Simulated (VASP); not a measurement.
# AlN (P1) in VASP: a series of runs

The runs below take AlN through single point, with r2SCAN.

Program: VASP 6.6.1. These are calculated values, not measurements. Logs are shortened: lines on timing, memory, paths and dates and some standing lists are left out, and cuts for length are marked.

## (1) The cell of the first run

The typed cell holds 8 atoms: a = 4.303 Å, b = 4.380 Å, c = 4.382 Å, α = 90.96°, β = 91.30°, γ = 90.55°.

## (2) Single point, r2SCAN (atoms moved at random and the cell strained at random)

The input, POSCAR:

```
AlN
1.0
    4.3026698453      0.0209688187      0.0493723023
   -0.0209688187     -4.3798546945      0.0367209158
   -0.0493723023      0.0367209158     -4.3812296013
Al N
4 4
Direct
   -0.0131013574      0.5055619833      0.4601378113
    0.5536681022      0.0202120195      0.5141222262
    0.4488649184      0.5087138469     -0.0535395694
    0.0492413952     -0.0352774974     -0.0059245917
    0.7260387234      0.6705880176      0.7743544412
    0.2500830469      0.2993935950      0.7747832165
    0.2207775380      0.7408542247      0.2874457844
    0.7644276333      0.2899538103      0.2486206815
```

The input, INCAR.step1:

```
PREC     = Accurate       # precision mode
ENCUT    = 520            # plane-wave cutoff, eV
ISMEAR   = 0              # smearing method
SIGMA    = 0.05           # smearing width, eV
LREAL    = F              # projectors in reciprocal space
LASPH    = T              # aspherical terms in the spheres
NELM     = 60             # most SCF steps
NBANDS   = 26             # bands
GGA      = PE             # functional
ALGO     = Normal         # electronic algorithm
EDIFF    = 1E-4           # SCF threshold, eV
LWAVE    = T              # write WAVECAR
LCHARG   = F              # write CHGCAR
```

The input, INCAR.step2:

```
PREC     = Accurate       # precision mode
ENCUT    = 520            # plane-wave cutoff, eV
EDIFF    = 1E-6           # SCF threshold, eV
ISMEAR   = 0              # smearing method
SIGMA    = 0.05           # smearing width, eV
LREAL    = F              # projectors in reciprocal space
LASPH    = T              # aspherical terms in the spheres
NELM     = 60             # most SCF steps
ALGO     = Normal         # electronic algorithm
ISIF     = 2              # what is computed and relaxed
LWAVE    = F              # write WAVECAR
LCHARG   = F              # write CHGCAR
METAGGA  = R2SCAN         # meta-GGA
LMIXTAU  = T            
NBANDS   = 26             # bands
ISTART   = 1
```

The input, KPOINTS:

```
Automatic mesh
0
Gamma
  6 6 6
```

Potentials or basis: VASP PAW PBE potentials, release 64 (Al, N).

Launch:

```sh
$ cat potpaw_PBE.64/Al/POTCAR potpaw_PBE.64/N/POTCAR > POTCAR
$ cp INCAR.step1 INCAR
$ mpirun -np 1 vasp_std > vasp.out
$ cp INCAR.step2 INCAR
$ mpirun -np 1 vasp_std > vasp.out
```

OUTCAR:

```text
PREC = Accurate
   ENCUT = 520
   EDIFF = 1E-6
   ISMEAR = 0
   LREAL = F
   LASPH = T
   NELM = 60
   ISIF = 2
   METAGGA = R2SCAN
   ISTART = 1

 ion  position               nearest neighbor table
   1  0.987  0.506  0.460-   8 1.61   7 1.64   5 1.93   6 2.00   2 2.83   3 2.88   4 2.90   2 2.95
                             3 3.04   4 3.06   4 3.12   3 3.18   3 3.19   2 3.26   2 3.31
   2  0.554  0.020  0.514-   8 1.91   5 2.06   7 2.10   6 2.13   1 2.83   3 2.88   1 2.95   4 2.98
                             3 3.00   4 3.07   4 3.12   4 3.16   1 3.26   1 3.31   3 3.33   3 3.34
   3  0.449  0.509  0.946-   6 1.44   5 1.59   7 2.07   8 2.12   4 2.66   2 2.88   1 2.88   4 2.94
                             2 3.00   1 3.04   1 3.18   1 3.19   4 3.25   2 3.33   2 3.34
   4  0.049  0.965  0.994-   7 1.78   6 1.97   5 2.09   8 2.19   3 2.66   1 2.90   3 2.94   2 2.98
                             1 3.06   2 3.07   2 3.12   1 3.12   2 3.16   3 3.25
   5  0.726  0.671  0.774-   3 1.59   1 1.93   2 2.06   4 2.09
   6  0.250  0.299  0.775-   3 1.44   4 1.97   1 2.00   2 2.13
   7  0.221  0.741  0.287-   1 1.64   4 1.78   3 2.07   2 2.10
   8  0.764  0.290  0.249-   1 1.61   2 1.91   3 2.12   4 2.19

  LATTYP: Found a triclinic cell.
 ALAT       =     4.3030041963
 B/A-ratio  =     1.4337380299
 C/A-ratio  =     1.0182796614
 COS(alpha) =     0.0039691404
 COS(beta)  =     0.0226990088
 COS(gamma) =     0.7042673388

  Lattice vectors:

 A1 = (   4.3026698453,   0.0209688187,   0.0493723023)
 A2 = (   4.3236386640,   4.4008235132,   0.0126513865)
 A3 = (   0.0493723023,  -0.0367209158,   4.3812296013)

Analysis of symmetry for initial positions (statically):
=====================================================================
 Subroutine PRICEL returns:
 Original cell was already a primitive cell.

 Routine SETGRP: Setting up the symmetry group for a
 triclinic supercell.

 Subroutine GETGRP returns: Found  1 space group operations
 (whereof  1 operations were pure point group operations)
 out of a pool of  2 trial point group operations.

The static configuration has the point symmetry C_1 .

Analysis of symmetry for dynamics (positions and initial velocities):
=====================================================================
 Subroutine PRICEL returns:
 Original cell was already a primitive cell.

 Routine SETGRP: Setting up the symmetry group for a
 triclinic supercell.

 Subroutine GETGRP returns: Found  1 space group operations
 (whereof  1 operations were pure point group operations)
 out of a pool of  2 trial point group operations.

The dynamic configuration has the point symmetry C_1 .

 Subroutine INISYM returns: Found  1 space group operations
 (whereof  1 operations are pure point group operations),
 and found     1 'primitive' translations

----------------------------------------------------------------------------------------

                                     Primitive cell

  volume of cell :      82.5461

  direct lattice vectors                    reciprocal lattice vectors
     4.302669845  0.020968819  0.049372302     0.232449533 -0.001134908 -0.002628998
    -0.020968819 -4.379854694  0.036720916     0.001134908 -0.228339663 -0.001926599
    -0.049372302  0.036720916 -4.381229601     0.002628998 -0.001926599 -0.228292200

  length of vectors
     4.303004196  4.380058819  4.381661656     0.232467170  0.228350611  0.228315466

  position of ions in fractional coordinates (direct lattice)
     0.986898643  0.505561983  0.460137811
     0.553668102  0.020212020  0.514122226
     0.448864918  0.508713847  0.946460431
     0.049241395  0.964722503  0.994075408
     0.726038723  0.670588018  0.774354441
     0.250083047  0.299393595  0.774783216
     0.220777538  0.740854225  0.287445784
     0.764427633  0.289953810  0.248620682

  ion indices of the primitive-cell ions
   primitive index   ion index
                 1           1
                 2           2
                 3           3
                 4           4
                 5           5
                 6           6
                 7           7
                 8           8

----------------------------------------------------------------------------------------

 KPOINTS: Automatic mesh

Automatic generation of k-mesh.
 Grid dimensions read from file:
 generate k-points for:    6    6    6

 Generating k-lattice:

  Cartesian coordinates                     Fractional coordinates (reciprocal lattice)
     0.038741589 -0.000189151 -0.000438166     0.166666667  0.000000000  0.000000000
     0.000189151 -0.038056610 -0.000321100     0.000000000  0.166666667  0.000000000
     0.000438166 -0.000321100 -0.038048700     0.000000000  0.000000000  0.166666667

  Length of vectors
     0.038744528  0.038058435  0.038052578

  Shift w.r.t. Gamma in fractional coordinates (k-lattice)
     0.000000000  0.000000000  0.000000000

 Subroutine IBZKPT returns following result:
 ===========================================

 Found    112 irreducible k-points:

 Following reciprocal coordinates:
            Coordinates               Weight
  0.000000  0.000000  0.000000      1.000000
  0.166667 -0.000000  0.000000      2.000000
  0.333333 -0.000000  0.000000      2.000000
  0.500000  0.000000  0.000000      1.000000
 -0.000000  0.166667 -0.000000      2.000000
  0.166667  0.166667  0.000000      2.000000
[... 16 lines left out ...]
  0.333333 -0.000000  0.166667      2.000000
  0.500000 -0.000000  0.166667      2.000000
 [... further k-points ...]
   k-points           NKPTS =    112   k-points in BZ     NKDIM =    112   number of bands    NBANDS=     26
   number of dos      NEDOS =    301   number of ions     NIONS =      8
   total plane-waves  NPLWV =  41472
   dimension x,y,z NGX =    32 NGY =   36 NGZ =   36
   dimension x,y,z NGXF=    64 NGYF=   72 NGZF=   72
   ions per type =               4   4
   NGX,Y,Z   is equivalent  to a cutoff of  12.36, 13.66, 13.66 a.u.
   NGXF,Y,Z  is equivalent  to a cutoff of  24.73, 27.33, 27.32 a.u.
 SYSTEM =  unknown system
   PREC   = accura    normal or accurate (medium, high low for compatibility)
   ISTART =      1    job   : 0-new  1-cont  2-samecut
   ICHARG =      0    charge: 1-file 2-atom 10-const
   ISPIN  =      1    spin polarized calculation?
   LNONCOLLINEAR =      F non collinear calculations
   LSORBIT =      F    spin-orbit coupling
   LASPH  =      T    aspherical Exc in radial PAW
   ENCUT  =  520.0 eV  38.22 Ry    6.18 a.u.   8.00  8.14  8.15*2*pi/ulx,y,z
   NELM   =     60;   NELMIN=  2; NELMDL=  0     # of ELM steps
   EDIFF  = 0.1E-05   stopping-criterion for ELM
   LREAL  =      F    real-space projection
   EDIFFG = 0.1E-04   stopping-criterion for IOM
   NSW    =      0    number of steps for IOM
   IBRION =     -1    ionic relax: 0-MD 1-quasi-New 2-CG
   NFREE  =      0    steps in history (QN), initial steepest desc. (CG)
   ISIF   =      2    stress and relaxation
   ISYM   =      2    0-nonsym 1-usesym 2-fastsym
   POTIM  = 0.5000    time-step for ionic-motion
   TEBEG  =    0.0;   TEEND  =   0.0 temperature during run
   PSTRESS=    0.0 pullay stress
   NELECT =      32.0000    total number of electrons
   NUPDOWN=      -1.0000    fix difference up-down
   EMIN   =  10.00;   EMAX   =-10.00  energy-range for DOS
   EFERMI =   0.00;   METHOD = LEGACY
   ISMEAR =     0;   SIGMA  =   0.05  broadening in eV -4-tet -1-fermi 0-gaus
   EFERMI_NEDOS =   21; number of points for ismear=-14 and -15
   IALGO  =     38    algorithm
   IMIX   =      4    mixing-type and parameters
     AMIX     =   0.40;   BMIX     =  1.00
     AMIX_MAG =   1.60;   BMIX_MAG =  1.00
  volume/ion in A,a.u.               =      10.32        69.63
  Fermi-wavevector in a.u.,A,eV,Ry     =   1.193693  2.255753 19.386982  1.424903
  Thomas-Fermi vector in A             =   2.329701
   LORBIT       =      0    0 simple, 1 ext, 2 COOP (PROOUT), +10 PAW based schemes
   METAGGA = R2SCAN    functional components
   LHFCALC =     F    Hartree Fock is set to
   AEXX    =    0.0000 exact exchange contribution
   IVDW    =     0    specifies the selected vdW correction
   LEPSILON=     F    determine dielectric tensor
   LRPA    =     F    only Hartree local field effects (RPA)
 non-spin polarized calculation
 Gauss-broadening in eV      SIGMA  =   0.05
  energy-cutoff  :      520.00
  volume of cell :       82.55
 maximum number of plane-waves:      2252
   NGX = 15   NGY = 17   NGZ = 17

 number of electron      31.9999999 magnetization

 Free energy of the ion-electron system (eV)
  ---------------------------------------------------
  ext. energy  EPLUGINS =         0.00000000
  ---------------------------------------------------
  free energy    TOTEN  =       -68.21737701 eV

  energy without entropy =      -68.21737701  energy(sigma->0) =      -68.21737701

 E-fermi :   6.4332     XC(G=0): -11.4579

 val. band max:        6.2113148654   @ k =   0.0000   0.0000   0.0000
 cond. band min:       8.6107904484   @ k =   0.0000   0.0000   0.0000
 fundamental gap:      2.3994755831
 Fermi energy:         6.4331938515

 k-point     1 :       0.0000    0.0000    0.0000
  band No.  band energies     occupation
      1     -10.1796      2.00000
      2      -7.7408      2.00000
      3      -7.3770      2.00000
      4      -6.9109      2.00000
      5       0.5720      2.00000
      6       0.7224      2.00000
[... 18 lines left out ...]
     25      19.0729      0.00000
     26      19.1976      0.00000

 k-point     2 :       0.1667   -0.0000    0.0000
  band No.  band energies     occupation
      1     -10.0414      2.00000
      2      -7.7962      2.00000
      3      -7.5359      2.00000
      4      -6.9144      2.00000
      5       0.7205      2.00000
      6       0.8625      2.00000
[... 18 lines left out ...]
     25      18.8026      0.00000
[... 608 lines left out ...]
     25      18.0421      0.00000
     26      18.6487      0.00000

 k-point    24 :       0.5000   -0.0000    0.1667
  band No.  band energies     occupation
      1      -9.1279      2.00000
      2      -8.6884      2.00000
      3      -7.7057      2.00000
      4      -6.9998      2.00000
      5       1.0869      2.00000
      6       1.6362      2.00000
[... 18 lines left out ...]
     25      17.6855      0.00000
     26      18.0868      0.00000

 [... further k-points ...]

------------------------ aborting loop because EDIFF is reached ----------------------------------------

  FORCE on cell =-STRESS in cart. coord.  units (eV):
  Direction    XX          YY          ZZ          XY          YZ          ZX
  --------------------------------------------------------------------------------------
  -------------------------------------------------------------------------------------
  Total       20.5018174     15.0357842     11.8227499    -18.9977809      7.1764928     -6.9862787
  in kB      397.9297645    291.8368635    229.4735149   -368.7371875    139.2920465   -135.6000877
  external PRESSURE =     306.4133810 kB  Pullay stress =       0.0000000 kB

 VOLUME and BASIS-vectors are now :
 -----------------------------------------------------------------------------
  energy-cutoff  :      520.00
  volume of cell :       82.55
      direct lattice vectors                 reciprocal lattice vectors
     4.302669845  0.020968819  0.049372302     0.232449533 -0.001134908 -0.002628998
    -0.020968819 -4.379854694  0.036720916     0.001134908 -0.228339663 -0.001926599
    -0.049372302  0.036720916 -4.381229601     0.002628998 -0.001926599 -0.228292200

 POSITION                                       TOTAL-FORCE (eV/Angst)
 -----------------------------------------------------------------------------------
      4.21298     -2.17670     -1.94868         0.589733      0.380352     -7.201649
      2.35644     -0.05804     -2.22441        -1.916845      0.470921      0.408826
      1.87392     -2.18393     -4.10582         7.702045     -6.905229    -15.441846
      0.14256     -4.18781     -4.31742        -3.481817     -2.962363      0.026525
      3.07161     -2.89342     -3.33215         6.679155     -8.674450      4.833202
      1.03149     -1.27761     -3.37116       -10.639143     15.071039     10.477509
      0.92021     -3.22965     -1.22126         5.601664     -4.280475      3.173845
      3.27072     -1.24480     -1.04088        -4.534793      6.900206      3.723587
 -----------------------------------------------------------------------------------
    total drift:                                0.000803     -0.000738     -0.000387

  FREE ENERGIE OF THE ION-ELECTRON SYSTEM (eV)
  ---------------------------------------------------
  free  energy   TOTEN  =       -68.2173770130 eV

  energy  without entropy=      -68.2173770130  energy(sigma->0) =      -68.21737701
```

It took 6.7 min on 1 thread of AMD EPYC 9R45 (Zen 5), shared host; peak memory 0.29 GiB.

What came out:

```
Free energy            : -68.2174 eV
Pressure               : 30.6 GPa
Largest force          : 21.216 eV/Å
Band gap on the k mesh : 2.40 eV
```

Forces on the atoms (eV/Å):
```
Al    0.590   0.380  -7.202
Al   -1.917   0.471   0.409
Al    7.702  -6.905 -15.442
Al   -3.482  -2.962   0.027
N     6.679  -8.674   4.833
N   -10.639  15.071  10.478
N     5.602  -4.280   3.174
N    -4.535   6.900   3.724
```

Stress tensor (GPa, compression positive):
```
 39.79 -36.87 -13.56
-36.87  29.18  13.93
-13.56  13.93  22.95
```

Caveat: the cell differs from its parent crystal (atoms moved at random and the cell strained at random); the cell stands under pressure; the PAW data sets were made with another functional, which shifts forces and pressure a little. A k mesh can miss the band edges.

## (3) Single point, r2SCAN (atoms moved at random)

The input, POSCAR:

```
AlN
1.0
    4.3679871192      0.0000000000      0.0000000000
    0.0000000000     -4.3679871192      0.0000000000
    0.0000000000      0.0000000000     -4.3679871192
Al N
4 4
Direct
    0.0489337149      0.5643159573      0.5140295186
    0.4055723400     -0.0419932389      0.5641176729
    0.4359011490      0.4506520209     -0.0761226535
    0.0876147509      0.0507162216     -0.0280941197
    0.6870121557      0.7021203906      0.8233737344
    0.2075466366      0.2645551349      0.7755111808
    0.3396004528      0.7496385689      0.1251732645
    0.7878188001      0.2599949446      0.3020114021
```

INCAR.step1 is that of step 2.

INCAR.step2: that of step 2 with these lines changed.

```diff
@@ -2,3 +2,3 @@
 ENCUT    = 520            # plane-wave cutoff, eV
-EDIFF    = 1E-6           # SCF threshold, eV
+EDIFF    = 1E-7           # SCF threshold, eV
 ISMEAR   = 0              # smearing method
```

The input, KPOINTS:

```
regular mesh
0
Gamma
  6 6 6
```

Potentials or basis: VASP PAW PBE potentials, release 64 (Al, N).

Launch:

```sh
$ cat potpaw_PBE.64/Al/POTCAR potpaw_PBE.64/N/POTCAR > POTCAR
$ cp INCAR.step1 INCAR
$ mpirun -np 1 vasp_std > vasp.out
$ cp INCAR.step2 INCAR
$ mpirun -np 1 vasp_std > vasp.out
```

It took 5.1 min on 1 thread of AMD EPYC 9R45 (Zen 5), shared host; peak memory 0.27 GiB.

Results (log left out):

```yaml
Free_energy: -56.7665 eV
Pressure: 55.5 GPa
Largest_force: 31.398 eV/Å
Band_gap_on_the_k_mesh: zero (bands 16 and 17 overlap by 0.35 eV)
```

Forces in eV/Å, atoms in the order of the input:
```
Al   -5.496   2.592   2.219
Al    6.356  -0.242   4.588
Al   13.798  -3.106  -9.549
Al  -16.743  18.297 -19.255
N     6.145  -6.685   5.266
N    -0.593  -6.015  23.207
N    -3.571  -5.647  -7.534
N     0.104   0.807   1.057
```

Stress tensor (GPa, compression positive):
```
 40.64 -44.40   9.78
-44.40  80.65 -12.68
  9.78 -12.68  45.08
```

Levels at points of the mesh, in eV from the Fermi level:
| k point | band 14 | band 15 | band 16 | band 17 | band 18 | band 19 |
| --- | --- | --- | --- | --- | --- | --- |
| (0.00, 0.00, 0.00) | -1.95 | -1.16 | -0.45 | 0.19 | 1.46 | 2.96 |
| (0.50, 0.00, 0.00) | -2.47 | -0.98 | -0.55 | 0.85 | 4.28 | 4.44 |
| (0.00, 0.50, 0.00) | -1.94 | -1.28 | -0.57 | -0.14 | 2.39 | 4.87 |
| (0.00, 0.00, 0.50) | -2.50 | -1.17 | -0.83 | 1.12 | 3.30 | 4.65 |
| (0.50, 0.50, 0.00) | -2.14 | -1.50 | -0.33 | 1.42 | 4.62 | 5.24 |
| (0.00, 0.50, 0.50) | -2.35 | -0.71 | -0.27 | 1.93 | 3.75 | 5.42 |
| (0.50, 0.00, 0.50) | -1.61 | -1.19 | -0.05 | 0.44 | 4.26 | 5.22 |
| (0.50, 0.50, 0.50) | -1.36 | -0.67 | 0.01 | 1.32 | 4.33 | 5.15 |

Caveat: the cell differs from its parent crystal (atoms moved at random); the cell stands under pressure; semilocal functionals underestimate gaps, so a narrow gap can read as zero; the PAW data sets were made with another functional, which shifts forces and pressure a little.
